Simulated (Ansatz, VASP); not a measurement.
One calculation of YB, two programs

The input INCAR:

```
ALGO     = Normal         # electronic algorithm
EDIFF    = 1E-7           # SCF threshold, eV
ENCUT    = 520            # plane-wave cutoff, eV
GGA      = PS             # functional
ISIF     = 2              # what is computed and relaxed
ISMEAR   = 0              # smearing method
LASPH    = True           # aspherical terms in the spheres
LCHARG   = False          # write CHGCAR
LREAL    = False          # projectors in reciprocal space
LWAVE    = False          # write WAVECAR
NBANDS   = 14             # bands
NELM     = 100            # most SCF steps
PREC     = Accurate       # precision mode
SIGMA    = 0.05           # smearing width, eV
```

KPOINTS

```
k-points
0
Gamma
  10 10 10
```

Contents of POSCAR:

```
YB
1.0
    0.0000000000      2.6293158924      2.6293158924
    2.6293158924      0.0000000000      2.6293158924
    2.6293158924      2.6293158924      0.0000000000
Y B
1 1
Direct
    0.5000000000      0.5000000000      0.5000000000
    0.0000000000      0.0000000000      0.0000000000
```

Input for Ansatz:

```yaml
crystal:
  lattice:
    - [0.0, 2.6293158924, 2.6293158924]
    - [2.6293158924, 0.0, 2.6293158924]
    - [2.6293158924, 2.6293158924, 0.0]
  atoms:
    - { symbol: "Y", position: [0.5, 0.5, 0.5] }
    - { symbol: B, position: [0.0, 0.0, 0.0] }
basis:
  ecutwfc: 420
  ecutrho_ratio: 4
kpoints:
  mp_grid: { grid: [10, 10, 10] }
hamiltonian:
  xc: pbesol
scf:
  occupations: { method: gaussian, width: 0.05 }
output:
  forces: true
  stress: true
  eigenvalues: true
```

Alike in both runs: task single point; functional PBEsol; k mesh 10 × 10 × 10; occupations gaussian, width 0.05 eV; no spin polarisation.

```csv
,VASP,Ansatz
version,VASP 6.6.1,Ansatz 0.2.0
potentials or method,"VASP PAW PBE potentials, release 64 (Y_sv, B), cutoff 520 eV","scalar-relativistic, plane waves, PAW"
valence electrons in the cell,14,14
```

VASP gave:

```
gap on the k mesh at the Fermi level (eV) : none
pressure (GPa)                            : 1.9
```

Problem. Which values does Ansatz return?

Solution. gap on the k mesh at the Fermi level (eV): none; pressure (GPa): 2.0.

VASP's potentials were made for PBE, not for PBEsol. A gap of «none» marks a metal or a gap that the smearing closes.
